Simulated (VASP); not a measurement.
# BP (F-43m) in VASP: further runs

BP is run at these levels: PBE; tasks: single point.

All numbers are computed with VASP 6.6.1; they aren't measurements. Logs are shortened: lines on timing, memory, paths and dates and some standing lists are left out, and cuts for length are marked.

### 1 The cell of the first run

It takes space group F-43m (No. 216, cubic). Conventional cell: a = 4.424 Å, b = 4.424 Å, c = 4.424 Å, α = 90.00°, β = 90.00°, γ = 90.00°. Within 2.5 Å of B (site symmetry -43m) lie 4 P at 1.92 Å. P (site symmetry -43m) has 4 B at 1.92 Å within 2.5 Å.

### 2 Single point, PBE (volume 10.820 Å^3 an atom, c/a of the conventional cell 1.0000)

File INCAR:

```
PREC = Accurate
ENCUT = 520
EDIFF = 1E-6
ISMEAR = 0
SIGMA = 0.05
LREAL = False
LASPH = True
NELM = 100
ALGO = Normal
ISIF = 2
LWAVE = False
LCHARG = False
GGA = PE
NBANDS = 11
```

File KPOINTS:

```
Automatic mesh
0
Gamma
  12 12 12
```

File POSCAR:

```
BP
1.0
    0.0000000000      2.2117825139      2.2117825139
    2.2117825139      0.0000000000      2.2117825139
    2.2117825139      2.2117825139      0.0000000000
B P
1 1
Direct
    0.0000000000      0.0000000000      0.0000000000
    0.7500000000      0.7500000000      0.7500000000
```

Potentials or basis: VASP PAW PBE potentials, release 64 (B, P).

Run with:

```console
cat potpaw_PBE.64/B/POTCAR potpaw_PBE.64/P/POTCAR > POTCAR
mpirun -np 1 vasp_std > vasp.out
```

OUTCAR:

```text
PREC = Accurate
   ENCUT = 520
   EDIFF = 1E-6
   ISMEAR = 0
   LREAL = False
   LASPH = True
   NELM = 100
   ISIF = 2
   GGA = PE

 ion  position               nearest neighbor table
   1  0.000  0.000  0.000-   2 1.92   2 1.92   2 1.92   2 1.92
   2  0.750  0.750  0.750-   1 1.92   1 1.92   1 1.92   1 1.92

  LATTYP: Found a face centered cubic cell.
 ALAT       =     4.4235650278

  Lattice vectors:

 A1 = (   0.0000000000,   2.2117825139,   2.2117825139)
 A2 = (   2.2117825139,   0.0000000000,   2.2117825139)
 A3 = (   2.2117825139,   2.2117825139,   0.0000000000)

Analysis of symmetry for initial positions (statically):
=====================================================================
 Subroutine PRICEL returns:
 Original cell was already a primitive cell.

 Routine SETGRP: Setting up the symmetry group for a
 face centered cubic supercell.

 Subroutine GETGRP returns: Found 24 space group operations
 (whereof 24 operations were pure point group operations)
 out of a pool of 48 trial point group operations.

The static configuration has the point symmetry T_d .

Analysis of symmetry for dynamics (positions and initial velocities):
=====================================================================
 Subroutine PRICEL returns:
 Original cell was already a primitive cell.

 Routine SETGRP: Setting up the symmetry group for a
 face centered cubic supercell.

 Subroutine GETGRP returns: Found 24 space group operations
 (whereof 24 operations were pure point group operations)
 out of a pool of 48 trial point group operations.

The dynamic configuration has the point symmetry T_d .

 Subroutine INISYM returns: Found 24 space group operations
 (whereof 24 operations are pure point group operations),
 and found     1 'primitive' translations

----------------------------------------------------------------------------------------

                                     Primitive cell

  volume of cell :      21.6400

  direct lattice vectors                    reciprocal lattice vectors
     0.000000000  2.211782514  2.211782514    -0.226062010  0.226062010  0.226062010
     2.211782514  0.000000000  2.211782514     0.226062010 -0.226062010  0.226062010
     2.211782514  2.211782514  0.000000000     0.226062010  0.226062010 -0.226062010

  length of vectors
     3.127932828  3.127932828  3.127932828     0.391550886  0.391550886  0.391550886

  position of ions in fractional coordinates (direct lattice)
     0.000000000  0.000000000  0.000000000
     0.750000000  0.750000000  0.750000000

  ion indices of the primitive-cell ions
   primitive index   ion index
                 1           1
                 2           2

----------------------------------------------------------------------------------------

 KPOINTS: Automatic mesh

Automatic generation of k-mesh.
 Grid dimensions read from file:
 generate k-points for:   12   12   12

 Generating k-lattice:

  Cartesian coordinates                     Fractional coordinates (reciprocal lattice)
    -0.018838501  0.018838501  0.018838501     0.083333333  0.000000000  0.000000000
     0.018838501 -0.018838501  0.018838501     0.000000000  0.083333333  0.000000000
     0.018838501  0.018838501 -0.018838501     0.000000000  0.000000000  0.083333333

  Length of vectors
     0.032629241  0.032629241  0.032629241

  Shift w.r.t. Gamma in fractional coordinates (k-lattice)
     0.000000000  0.000000000  0.000000000

 Subroutine IBZKPT returns following result:
 ===========================================

 Found     72 irreducible k-points:

 Following reciprocal coordinates:
            Coordinates               Weight
  0.000000  0.000000  0.000000      1.000000
  0.083333  0.000000  0.000000      8.000000
  0.166667  0.000000  0.000000      8.000000
  0.250000  0.000000  0.000000      8.000000
  0.333333  0.000000  0.000000      8.000000
  0.416667  0.000000  0.000000      8.000000
[... 16 lines left out ...]
  0.500000  0.166667  0.000000     24.000000
 -0.416667  0.166667  0.000000     24.000000
 [... further k-points ...]
   k-points           NKPTS =     72   k-points in BZ     NKDIM =     72   number of bands    NBANDS=     11
   number of dos      NEDOS =    301   number of ions     NIONS =      2
   total plane-waves  NPLWV =  13824
   dimension x,y,z NGX =    24 NGY =   24 NGZ =   24
   dimension x,y,z NGXF=    48 NGYF=   48 NGZF=   48
   ions per type =               1   1
   NGX,Y,Z   is equivalent  to a cutoff of  12.76, 12.76, 12.76 a.u.
   NGXF,Y,Z  is equivalent  to a cutoff of  25.51, 25.51, 25.51 a.u.
 SYSTEM =  unknown system
   PREC   = accura    normal or accurate (medium, high low for compatibility)
   ISTART =      0    job   : 0-new  1-cont  2-samecut
   ICHARG =      2    charge: 1-file 2-atom 10-const
   ISPIN  =      1    spin polarized calculation?
   LNONCOLLINEAR =      F non collinear calculations
   LSORBIT =      F    spin-orbit coupling
   LASPH  =      T    aspherical Exc in radial PAW
   ENCUT  =  520.0 eV  38.22 Ry    6.18 a.u.   5.82  5.82  5.82*2*pi/ulx,y,z
   NELM   =    100;   NELMIN=  2; NELMDL= -5     # of ELM steps
   EDIFF  = 0.1E-05   stopping-criterion for ELM
   LREAL  =      F    real-space projection
   EDIFFG = 0.1E-04   stopping-criterion for IOM
   NSW    =      0    number of steps for IOM
   IBRION =     -1    ionic relax: 0-MD 1-quasi-New 2-CG
   NFREE  =      0    steps in history (QN), initial steepest desc. (CG)
   ISIF   =      2    stress and relaxation
   ISYM   =      2    0-nonsym 1-usesym 2-fastsym
   POTIM  = 0.5000    time-step for ionic-motion
   TEBEG  =    0.0;   TEEND  =   0.0 temperature during run
   PSTRESS=    0.0 pullay stress
   NELECT =       8.0000    total number of electrons
   NUPDOWN=      -1.0000    fix difference up-down
   EMIN   =  10.00;   EMAX   =-10.00  energy-range for DOS
   EFERMI =   0.00;   METHOD = LEGACY
   ISMEAR =     0;   SIGMA  =   0.05  broadening in eV -4-tet -1-fermi 0-gaus
   EFERMI_NEDOS =   21; number of points for ismear=-14 and -15
   IALGO  =     38    algorithm
   IMIX   =      4    mixing-type and parameters
     AMIX     =   0.40;   BMIX     =  1.00
     AMIX_MAG =   1.60;   BMIX_MAG =  1.00
  volume/ion in A,a.u.               =      10.82        73.02
  Fermi-wavevector in a.u.,A,eV,Ry     =   1.174949  2.220332 18.782918  1.380506
  Thomas-Fermi vector in A             =   2.311338
   LORBIT       =      0    0 simple, 1 ext, 2 COOP (PROOUT), +10 PAW based schemes
   GGA     = PE    functional components
   LHFCALC =     F    Hartree Fock is set to
   AEXX    =    0.0000 exact exchange contribution
   IVDW    =     0    specifies the selected vdW correction
   LEPSILON=     F    determine dielectric tensor
   LRPA    =     F    only Hartree local field effects (RPA)
 non-spin polarized calculation
 Gauss-broadening in eV      SIGMA  =   0.05
  energy-cutoff  :      520.00
  volume of cell :       21.64
 maximum number of plane-waves:       604
   NGX = 11   NGY = 11   NGZ = 11

 number of electron       8.0000000 magnetization

 Free energy of the ion-electron system (eV)
  ---------------------------------------------------
  ext. energy  EPLUGINS =         0.00000000
  ---------------------------------------------------
  free energy    TOTEN  =       -12.84625674 eV

  energy without entropy =      -12.84625674  energy(sigma->0) =      -12.84625674

 E-fermi :   8.6160     XC(G=0): -11.2400

 val. band max:        8.3625946877   @ k =   0.0000   0.0000   0.0000
 cond. band min:       9.4825150849   @ k =   0.4167   0.4167   0.0000
 fundamental gap:      1.1199203972
 Fermi energy:         8.6160078106

 k-point     1 :       0.0000    0.0000    0.0000
  band No.  band energies     occupation
      1      -7.7972      2.00000
      2       8.3626      2.00000
      3       8.3626      2.00000
      4       8.3626      2.00000
      5      11.8890      0.00000
      6      11.8890      0.00000
      7      11.8890      0.00000
      8      16.9298      0.00000
      9      20.4216      0.00000
     10      20.7181      0.00000
     11      20.7181      0.00000

 k-point     2 :       0.0833    0.0000    0.0000
  band No.  band energies     occupation
      1      -7.6640      2.00000
      2       7.3604      2.00000
      3       8.1344      2.00000
      4       8.1344      2.00000
      5      12.2052      0.00000
      6      12.2052      0.00000
      7      12.2948      0.00000
      8      17.2391      0.00000
      9      20.1528      0.00000
     10      20.1528      0.00000
     11      20.8608      0.00000

 k-point     3 :       0.1667    0.0000    0.0000
  band No.  band energies     occupation
      1      -7.2670      2.00000
      2       5.3952      2.00000
      3       7.6567      2.00000
      4       7.6567      2.00000
      5      12.6736      0.00000
      6      12.8461      0.00000
      7      12.8461      0.00000
      8      17.9805      0.00000
      9      19.4491      0.00000
     10      19.4491      0.00000
     11      21.7397      0.00000

 k-point     4 :       0.2500    0.0000    0.0000
  band No.  band energies     occupation
      1      -6.6175      2.00000
      2       3.2781      2.00000
      3       7.1817      2.00000
      4       7.1817      2.00000
      5      12.7439      0.00000
      6      13.2932      0.00000
      7      13.2932      0.00000
      8      18.6641      0.00000
      9      19.5016      0.00000
     10      19.5016      0.00000
     11      22.0833      0.00000

 k-point     5 :       0.3333    0.0000    0.0000
  band No.  band energies     occupation
      1      -5.7460      2.00000
      2       1.2781      2.00000
      3       6.8150      2.00000
      4       6.8150      2.00000
      5      12.6929      0.00000
      6      13.3342      0.00000
      7      13.3342      0.00000
      8      18.8925      0.00000
      9      20.5389      0.00000
     10      20.5389      0.00000
     11      22.6052      0.00000
[... 211 lines left out ...]
 k-point    21 :       0.3333    0.1667    0.0000
  band No.  band energies     occupation
      1      -5.8874      2.00000
      2       2.8160      2.00000
      3       5.6583      2.00000
      4       5.7337      2.00000
      5      11.3386      0.00000
      6      14.7239      0.00000
      7      15.4155      0.00000
      8      15.6156      0.00000
      9      21.6587      0.00000
     10      22.2964      0.00000
     11      23.9872      0.00000

 k-point    22 :       0.4167    0.1667    0.0000
  band No.  band energies     occupation
      1      -4.9679      2.00000
      2       0.9911      2.00000
      3       5.1184      2.00000
      4       5.5333      2.00000
      5      11.5295      0.00000
      6      15.1909      0.00000
      7      15.3978      0.00000
      8      16.0400      0.00000
      9      21.8451      0.00000
     10      23.4803      0.00000
     11      24.6253      0.00000

 k-point    23 :       0.5000    0.1667    0.0000
  band No.  band energies     occupation
      1      -4.0319      2.00000
      2      -0.4526      2.00000
      3       4.6023      2.00000
      4       5.6191      2.00000
      5      11.6688      0.00000
      6      15.0096      0.00000
      7      15.1618      0.00000
      8      17.7119      0.00000
      9      21.4168      0.00000
     10      23.5183      0.00000
     11      25.1995      0.00000

 k-point    24 :      -0.4167    0.1667    0.0000
  band No.  band energies     occupation
      1      -3.8273      2.00000
      2      -0.7250      2.00000
      3       4.2511      2.00000
      4       5.9042      2.00000
      5      11.9557      0.00000
      6      14.6533      0.00000
      7      15.1051      0.00000
      8      19.2985      0.00000
      9      20.8140      0.00000
     10      21.5514      0.00000
     11      25.1010      0.00000

 [... further k-points ...]
[... 5 lines left out ...]
  --------------------------------------------------------------------------------------
  -------------------------------------------------------------------------------------
  Total        2.0957087      2.0957087      2.0957087      0.0000000      0.0000000      0.0000000
  in kB      155.1615946    155.1615946    155.1615946      0.0000000      0.0000000      0.0000000
  external PRESSURE =     155.1615946 kB  Pullay stress =       0.0000000 kB

 VOLUME and BASIS-vectors are now :
 -----------------------------------------------------------------------------
  energy-cutoff  :      520.00
  volume of cell :       21.64
      direct lattice vectors                 reciprocal lattice vectors
     0.000000000  2.211782514  2.211782514    -0.226062010  0.226062010  0.226062010
     2.211782514  0.000000000  2.211782514     0.226062010 -0.226062010  0.226062010
     2.211782514  2.211782514  0.000000000     0.226062010  0.226062010 -0.226062010

 POSITION                                       TOTAL-FORCE (eV/Angst)
 -----------------------------------------------------------------------------------
      0.00000      0.00000      0.00000        -0.000000     -0.000000     -0.000000
      3.31767      3.31767      3.31767         0.000000      0.000000      0.000000
 -----------------------------------------------------------------------------------
    total drift:                               -0.000000     -0.000000     -0.000000

  FREE ENERGIE OF THE ION-ELECTRON SYSTEM (eV)
  ---------------------------------------------------
  free  energy   TOTEN  =       -12.8462567441 eV

  energy  without entropy=      -12.8462567441  energy(sigma->0) =      -12.84625674
```

It took 12 s on 1 thread of Intel Xeon 8259CL, shared host; peak memory 0.14 GiB.

Results:

```
Free energy            : -12.8463 eV
Pressure               : 15.5 GPa
Band gap on the k mesh : 1.12 eV, indirect (least direct gap 3.53 eV)
```

 A k mesh can miss the band edges.

### 3 Single point, PBE (volume 11.134 Å^3 an atom, c/a of the conventional cell 1.0000)

File INCAR:

```
SYSTEM = BP
  ALGO = Normal
  EDIFF = 1E-6
  ENCUT = 520
  GGA = PE
  ISIF = 2
  ISMEAR = 0
  LASPH = .TRUE.
  LCHARG = .FALSE.
  LREAL = .FALSE.
  LWAVE = .FALSE.
  NBANDS = 11
  NELM = 60
  PREC = Accurate
  SIGMA = 0.05
```

File KPOINTS:

```
k-points
0
G
  12 12 12
  0 0 0
```

File POSCAR:

```
BP
1.0
    0.0000000000      2.2329743736      2.2329743736
    2.2329743736      0.0000000000      2.2329743736
    2.2329743736      2.2329743736      0.0000000000
B P
1 1
Direct
    0.0000000000      0.0000000000      0.0000000000
    0.7500000000      0.7500000000      0.7500000000
```

Potentials or basis: VASP PAW PBE potentials, release 64 (B, P).

Run with:

```console
cat potpaw_PBE.64/B/POTCAR potpaw_PBE.64/P/POTCAR > POTCAR
mpirun -np 1 vasp_std > vasp.out
```

Wall time 13 s (1 thread of Intel Xeon 8259CL, shared host); peak memory 0.14 GiB.

The run converged. Its results:

```yaml
Free_energy: -12.8955 eV
Pressure: 9.6 GPa
Band_gap_on_the_k_mesh: 1.16 eV, indirect (least direct gap 3.48 eV)
```

Levels at points of the mesh, in eV from the valence-band top:
| k point | band 1 | band 2 | band 3 | band 4 | band 5 | band 6 | band 7 | band 8 | band 9 |
| --- | --- | --- | --- | --- | --- | --- | --- | --- | --- |
| (0.00, 0.00, 0.00) | -15.89 | 0.00 | 0.00 | 0.00 | 3.48 | 3.48 | 3.48 | 8.12 | 11.85 |
| (0.50, 0.00, 0.00) | -12.38 | -9.38 | -1.82 | -1.82 | 4.07 | 4.74 | 4.74 | 10.29 | 14.94 |
| (0.50, 0.50, 0.00) | -10.78 | -8.83 | -4.29 | -4.29 | 1.23 | 1.61 | 12.58 | 12.58 | 15.82 |
